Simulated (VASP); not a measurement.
# Li12Cd4H (a cell with a defect) in VASP: a series of runs, part 2 of 2

VASP 6.6.1.

## Step 3: Single point, LDA

Input file INCAR:

```
SYSTEM = Li12Cd4H
PREC     = Accurate       ! precision mode
ENCUT    = 520            ! plane-wave cutoff, eV
EDIFF    = 1E-7           ! SCF threshold, eV
ISMEAR   = 0              ! smearing method
SIGMA    = 0.15           ! smearing width, eV
LREAL    = Auto         
LASPH    = .TRUE.         ! aspherical terms in the spheres
NELM     = 100            ! most SCF steps
ALGO     = Normal         ! electronic algorithm
ISIF     = 2              ! what is computed and relaxed
LWAVE    = .FALSE.        ! write WAVECAR
LCHARG   = .FALSE.        ! write CHGCAR
GGA      = CA             ! functional
NBANDS   = 56             ! bands
```

Input file KPOINTS:

```
Automatic mesh
0
G
  3 3 3
  0 0 0
```

Input file POSCAR:

```
Li12Cd4H
1.0
    6.6123880000      0.0000000000      0.0000000000
    0.0000000000      6.6123880000      0.0000000000
    0.0000000000      0.0000000000      6.6123880000
Li Cd H
12 4 1
Direct
    0.2495771573      0.2521914927      0.2504577771
    0.7541777645      0.7493999142      0.7524286234
    0.5068814776      0.4992582105      0.5020307338
    0.7476193170      0.7638189108      0.2512724601
    0.2562213530      0.2534879986      0.7511091303
    0.0139270412     -0.0008645893      0.5081994583
    0.7542508092      0.2490147281      0.7523716092
    0.2495520529      0.7461522222      0.2503703654
   -0.0072630342      0.4993984019      0.0061892920
    0.2564150803      0.7450269101      0.7511091303
    0.7478535742      0.2348340720      0.2512208902
    0.5059269057     -0.0008317721     -0.0009164616
    0.0120907908     -0.0008582376     -0.0050208790
    0.5065436269      0.4991402501      0.0025967926
    0.4930894860     -0.0008441731      0.5167140827
   -0.0058298152      0.4993409340      0.4967783197
    0.6150216835     -0.0006685936      0.2501642372
```

Potentials or basis: VASP PAW LDA potentials, release 64 (Li_sv, Cd, H).

Command:

```bash
$ cat potpaw_LDA.64/Li_sv/POTCAR potpaw_LDA.64/Cd/POTCAR potpaw_LDA.64/H/POTCAR > POTCAR
$ mpirun -np 1 vasp_std > vasp.out
```

OUTCAR:

```text
SYSTEM = Li12Cd4H
   PREC = Accurate
   ENCUT = 520
   EDIFF = 1E-7
   ISMEAR = 0
   LREAL = Auto
   LASPH = .TRUE.
   NELM = 100
   ISIF = 2
   GGA = CA

 ion  position               nearest neighbor table
   1  0.250  0.252  0.250-  13 2.85  16 2.86  14 2.87  15 2.91
   2  0.754  0.749  0.752-  16 2.85  15 2.85  14 2.86  13 2.86
   3  0.507  0.499  0.502-
   4  0.748  0.764  0.251-  14 2.88  15 2.89  13 2.89  16 2.89
   5  0.256  0.253  0.751-  15 2.77  13 2.83  14 2.85  16 2.91
   6  0.014  0.999  0.508-  15 3.17
   7  0.754  0.249  0.752-  16 2.85  15 2.85  14 2.86  13 2.87
   8  0.250  0.746  0.250-  13 2.85  16 2.86  14 2.87  15 2.91
   9  0.993  0.499  0.006-
  10  0.256  0.745  0.751-  15 2.77  13 2.83  14 2.85  16 2.91
  11  0.748  0.235  0.251-  14 2.88  16 2.89  15 2.89  13 2.89
  12  0.506  0.999  0.999-  15 3.19
  13  0.012  0.999  0.995-  10 2.83   5 2.83   8 2.85   1 2.85   2 2.86   7 2.87   4 2.89  11 2.89

  14  0.507  0.499  0.003-   5 2.85  10 2.85   7 2.86   2 2.86   1 2.87   8 2.87  11 2.88   4 2.88

  15  0.493  0.999  0.517-  17 1.94  10 2.77   5 2.77   2 2.85   7 2.85   4 2.89  11 2.89   1 2.91
                             8 2.91   6 3.17  12 3.19
  16  0.994  0.499  0.497-   2 2.85   7 2.85   8 2.86   1 2.86  11 2.89   4 2.89   5 2.91  10 2.91
[... 216 lines left out ...]
      2     -44.0576      2.00000
      3     -44.0045      2.00000
      4     -43.9447      2.00000
      5     -43.8197      2.00000
      6     -43.8173      2.00000
[... 787 lines left out ...]
     53       5.0086      0.00000
     54       5.8592      0.00000
 [bands above 54 left out]

------------------------ aborting loop because EDIFF is reached ----------------------------------------

  FORCE on cell =-STRESS in cart. coord.  units (eV):
  Direction    XX          YY          ZZ          XY          YZ          ZX
  --------------------------------------------------------------------------------------
  -------------------------------------------------------------------------------------
  Total       -3.6126275     -3.3258757     -2.9428397     -0.0035786     -0.0004652     -0.3553452
  in kB      -20.0197560    -18.4306905    -16.3080564     -0.0198313     -0.0025780     -1.9691829
  external PRESSURE =     -18.2528343 kB  Pullay stress =       0.0000000 kB

 VOLUME and BASIS-vectors are now :
 -----------------------------------------------------------------------------
  energy-cutoff  :      520.00
  volume of cell :      289.12
      direct lattice vectors                 reciprocal lattice vectors
     6.612388000  0.000000000  0.000000000     0.151231295  0.000000000  0.000000000
     0.000000000  6.612388000  0.000000000     0.000000000  0.151231295  0.000000000
     0.000000000  0.000000000  6.612388000     0.000000000  0.000000000  0.151231295

 POSITION                                       TOTAL-FORCE (eV/Angst)
 -----------------------------------------------------------------------------------
      1.65030      1.66759      1.65612         0.002198      0.001697      0.000326
      4.98692      4.95532      4.97535         0.003528      0.000585     -0.001449
      3.35170      3.30129      3.31962         0.003771     -0.000052     -0.000541
      4.94355      5.05067      1.66151         0.004714      0.003246      0.001357
      1.69423      1.67616      4.96662        -0.002059      0.001708      0.000179
      0.09209      6.60667      3.36041         0.005331      0.000188      0.004032
[... 9 lines left out ...]
      6.57384      3.30184      3.28489        -0.001688     -0.000903     -0.003064
      4.06676      6.60797      1.65418        -0.008958      0.000412     -0.029759
 -----------------------------------------------------------------------------------
    total drift:                                0.000480      0.008787      0.004012

  FREE ENERGIE OF THE ION-ELECTRON SYSTEM (eV)
  ---------------------------------------------------
  free  energy   TOTEN  =       -37.4460661081 eV

  energy  without entropy=      -37.3906179432  energy(sigma->0) =      -37.41834203
```

OSZICAR:

```text
N       E                     dE             d eps       ncg     rms          rms(c)
DAV:   1     0.682109034691E+03    0.68211E+03   -0.37408E+04  1568   0.157E+03
DAV:   2     0.477234841459E+02   -0.63439E+03   -0.60739E+03  1568   0.442E+02
DAV:   3    -0.224754743199E+02   -0.70199E+02   -0.68941E+02  2248   0.113E+02
DAV:   4    -0.377414552717E+02   -0.15266E+02   -0.15087E+02  2848   0.429E+01
DAV:   5    -0.394268645249E+02   -0.16854E+01   -0.16849E+01  2224   0.107E+01    0.671E+00
DAV:   6    -0.376051918186E+02    0.18217E+01   -0.57928E+00  1952   0.144E+01    0.395E+00
DAV:   7    -0.374798654684E+02    0.12533E+00   -0.92966E-01  2080   0.308E+00    0.208E+00
DAV:   8    -0.374499524640E+02    0.29913E-01   -0.76092E-02  2040   0.137E+00    0.415E-01
DAV:   9    -0.374462838885E+02    0.36686E-02   -0.11536E-02  2120   0.516E-01    0.135E-01
DAV:  10    -0.374460945025E+02    0.18939E-03   -0.20000E-03  2264   0.172E-01    0.642E-02
DAV:  11    -0.374460658056E+02    0.28697E-04   -0.24603E-04  2056   0.705E-02    0.183E-02
DAV:  12    -0.374460661705E+02   -0.36490E-06   -0.32570E-05  2112   0.237E-02    0.767E-03
DAV:  13    -0.374460660532E+02    0.11726E-06   -0.32568E-06  1888   0.782E-03    0.258E-03
DAV:  14    -0.374460661081E+02   -0.54901E-07   -0.46353E-07  1640   0.362E-03
   1 F= -.37446066E+02 E0= -.37418342E+02  d E =-.554482E-01
```

stdout:

```text
POSCAR found type information on POSCAR LiCdH
 POSCAR found :  3 types and      17 ions
 scaLAPACK will be used
 LDA part: xc-table for (Slater(with rela. corr.)+CA(PZ))
 , standard interpolation
 POSCAR, INCAR and KPOINTS ok, starting setup
 FFT: planning ... GRIDC
 FFT: planning ... GRID_SOFT
 FFT: planning ... GRID
 WAVECAR not read
 entering main loop
```

Wall time 3 min (1 thread of AMD EPYC 9R45 (Zen 5), shared host); peak memory 0.33 GiB.

Results:

| Item | Value |
| --- | --- |
| Free energy | -37.4461 eV |
| Largest force | 0.034 eV/Å |
| Band gap on the k mesh | zero (an odd number of electrons rules out a gap without spin polarisation) |

Forces on the atoms (eV/Å):
```
Li   0.002  0.002  0.000
Li   0.004  0.001 -0.001
Li   0.004  0.000 -0.001
Li   0.005  0.003  0.001
Li  -0.002  0.002  0.000
Li   0.005  0.000  0.004
Li   0.003 -0.002  0.000
Li   0.003  0.001  0.002
Li   0.000 -0.001  0.004
Li  -0.001 -0.003  0.000
Li   0.001 -0.005  0.000
Li  -0.007  0.002 -0.010
Cd   0.002  0.000  0.000
Cd   0.004  0.001  0.001
Cd  -0.012  0.001  0.032
Cd  -0.002 -0.001 -0.003
H   -0.009  0.000 -0.030
```

Levels at points of the mesh, in eV from the Fermi level:
| k point | band 41 | band 42 | band 43 | band 44 | band 45 | band 46 |
| --- | --- | --- | --- | --- | --- | --- |
| (0.00, 0.00, 0.00) | -0.36 | -0.34 | -0.34 | -0.32 | -0.31 | 1.54 |

Caveat: the cutoff is under 1.25 times the usual one of these potentials, so pressure, stress and relaxed cells hold a basis-set (Pulay) error.
